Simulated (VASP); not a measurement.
Wanted: the native input for a VASP 6.6.1 run.

* Task: single point
* Functional: PBE
* Dispersion: D3(BJ)
* Potentials or basis: VASP PAW PBE potentials, release 64 (Zn, Ag, Ca_sv)
* Cutoff: 520 eV
* k mesh: 2 × 2 × 1
* Occupations: fermi-dirac, width 0.15 eV
* Spin: no spin polarisation
* Dipole correction: no
* Further INCAR settings: LREAL = Auto; ALGO = Normal; EDIFF = 1e-06; NBANDS = 111

The structure of CaZn8Ag8 lies in POSCAR:

```
CaZn8Ag8
1.0
    6.2846720000      0.0000000000      0.0000000000
    0.0000000000      6.2846720000      0.0000000000
    0.0000000000      0.0000000000     16.7135040000
Zn Ag Ca
8 8 1
Direct
    0.2613037861      0.2577238828      0.1496162492
    0.2143703186      0.2158082688      0.3462107270
    0.2617974959      0.7407342177      0.1493775717
    0.2156217373      0.7784737236      0.3474460031
    0.7387128362      0.2581813963      0.1493533046
    0.7863679645      0.2165429577      0.3476227219
    0.7381731985      0.7402680168      0.1491213948
    0.7845662088      0.7766832706      0.3484070362
    0.0000000000      0.0000000000      0.0598319000
   -0.0012363843     -0.0032922109      0.2318651475
    0.0000000000      0.5000000000      0.0598319000
   -0.0001797028      0.4988777249      0.2502584018
    0.5000000000      0.0000000000      0.0598319000
    0.5015687844     -0.0018814668      0.2549924143
    0.5000000000      0.5000000000      0.0598319000
    0.5003926503      0.4984806290      0.2656028372
    0.4969354750      0.4924688505      0.4476075783
```

These files were run (other wordings do the same):

INCAR

```
SYSTEM = CaZn8Ag8
  PREC = Accurate
  ENCUT = 520
  EDIFF = 1E-6
  ISMEAR = -1
  SIGMA = 0.15
  LREAL = Auto
  LASPH = .TRUE.
  NELM = 60
  ALGO = Normal
  ISIF = 2
  LWAVE = .FALSE.
  LCHARG = .TRUE.
  GGA = PE
  IVDW = 12
  LELF = .TRUE.
  LVHAR = .TRUE.
  NBANDS = 111
```

KPOINTS

```
regular mesh
0
G
  2 2 1
  0 0 0
```

Potentials or basis: VASP PAW PBE potentials, release 64 (Zn, Ag, Ca_sv).

Run with:

```console
$ cat potpaw_PBE.64/Zn/POTCAR potpaw_PBE.64/Ag/POTCAR potpaw_PBE.64/Ca_sv/POTCAR > POTCAR
$ mpirun -np 1 vasp_std > vasp.out
```

Results of the run:

```
Largest force              : 0.270 eV/Å
Band gap on the k mesh     : zero (bands 97 and 98 overlap by 1.32 eV)
Dispersion energy per atom : -0.333 eV
```

Caveat: the k points lie up to 0.50 Å⁻¹ apart, too coarse for converged energies and pressures of a metal; there is no dipole correction, which matters where the two faces differ.

Wall time 16 min on 1 thread of Oxide Virtual Turin-like Processor (shared host), peak memory 0.7 GiB.
